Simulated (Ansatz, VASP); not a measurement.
# RbCd in VASP and in Ansatz

Contents of INCAR:

```
SYSTEM = RbCd
PREC = Accurate
ENCUT = 520
EDIFF = 1E-7
ISMEAR = 0
SIGMA = 0.1
LREAL = .FALSE.
LASPH = .TRUE.
NELM = 60
ALGO = Normal
ISIF = 2
LWAVE = .FALSE.
LCHARG = .FALSE.
GGA = PE
NBANDS = 29
```

File KPOINTS:

```
Automatic mesh
0
G
  4 4 4
  0 0 0
```

The input POSCAR:

```
RbCd
1.0
    0.0000000000      4.1166595167      4.1166595167
    4.1166595167      0.0000000000      4.1166595167
    4.1166595167      4.1166595167      0.0000000000
Rb Cd
2 2
Direct
    0.5000000000      0.5000000000      0.5000000000
    0.7500000000      0.7500000000      0.7500000000
    0.0000000000      0.0000000000      0.0000000000
    0.2500000000      0.2500000000      0.2500000000
```

Input for Ansatz:

```yaml
crystal:
  lattice:
    - [0.0, 4.1166595167, 4.1166595167]
    - [4.1166595167, 0.0, 4.1166595167]
    - [4.1166595167, 4.1166595167, 0.0]
  atoms:
    - { symbol: Rb, position: [0.5, 0.5, 0.5] }
    - { symbol: Rb, position: [0.75, 0.75, 0.75] }
    - { symbol: Cd, position: [0.0, 0.0, 0.0] }
    - { symbol: Cd, position: [0.25, 0.25, 0.25] }
basis:
  ecutwfc: 420
kpoints:
  mp_grid: { grid: [4, 4, 4] }
hamiltonian:
  xc: pbe
scf:
  occupations: { method: gaussian, width: 0.1 }
  lower_state_search: "off"
output:
  forces: true
  stress: true
  eigenvalues: true
```

Alike in both runs: task single point; functional PBE; k mesh 4 × 4 × 4; occupations gaussian, width 0.1 eV; no spin polarisation.

```csv
,VASP,Ansatz
version,VASP 6.6.1,Ansatz 0.2.0
potentials or method,"VASP PAW PBE potentials, release 64 (Rb_sv, Cd), cutoff 520 eV","scalar-relativistic, plane waves, PAW"
valence electrons in the cell,42,58
```

|  | VASP | Ansatz | Ansatz less VASP |
| --- | --- | --- | --- |
| gap on the k mesh at the Fermi level (eV) | none | none | - |
| pressure (GPa) | 1.9 | 1.8 | -0.04 |

A gap of «none» marks a metal or a gap that the smearing closes. VASP's potentials hold 42 valence electrons a cell and Ansatz's 58, so a difference there can come from the potentials and not from the codes.
